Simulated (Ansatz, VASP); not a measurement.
## Two plane-wave programs on Cd4SeS3

```
CELL_PARAMETERS angstrom
-2.99647 2.99647 5.98915
2.99647 -2.99647 5.98915
2.99647 2.99647 -5.98915
ATOMIC_POSITIONS crystal
Cd 0.88510 0.37076 0.00000
Cd 0.37076 0.88510 0.00000
Cd 0.11490 0.11490 0.48565
Cd 0.62924 0.62924 0.51435
Se 0.50000 0.50000 0.00000
S 0.75000 0.25000 0.50000
S 0.25000 0.75000 0.50000
S 0.00000 0.00000 0.00000
```

Alike in both runs: task single point; functional PBE; k mesh 4 × 4 × 4; occupations gaussian, width 0.1 eV; no spin polarisation.

```csv
,VASP,Ansatz
version,VASP 6.6.1,Ansatz 0.2.0
potentials or method,"VASP PAW PBE potentials, release 64 (Cd, Se, S), cutoff 520 eV","scalar-relativistic, plane waves, PAW"
valence electrons in the cell,72,114
```

|  | VASP | Ansatz | Ansatz less VASP |
| --- | --- | --- | --- |
| gap on the k mesh at the Fermi level (eV) | 0.89 | 0.89 | -0.001 |
| least direct gap on the mesh (eV) | 0.89 | 0.89 | -0.001 |
| pressure (GPa) | 0.3 | 0.0 | -0.28 |
| rms of the force components (eV/Å) | 0.004 | 0.004 | +0.0002 |

Atom by atom the forces differ by 0.000 eV/Å (rms over components). The functional is the same, so the differences come from potentials, cutoffs and numerics. VASP's potentials hold 72 valence electrons a cell and Ansatz's 114, so a difference there can come from the potentials and not from the codes.
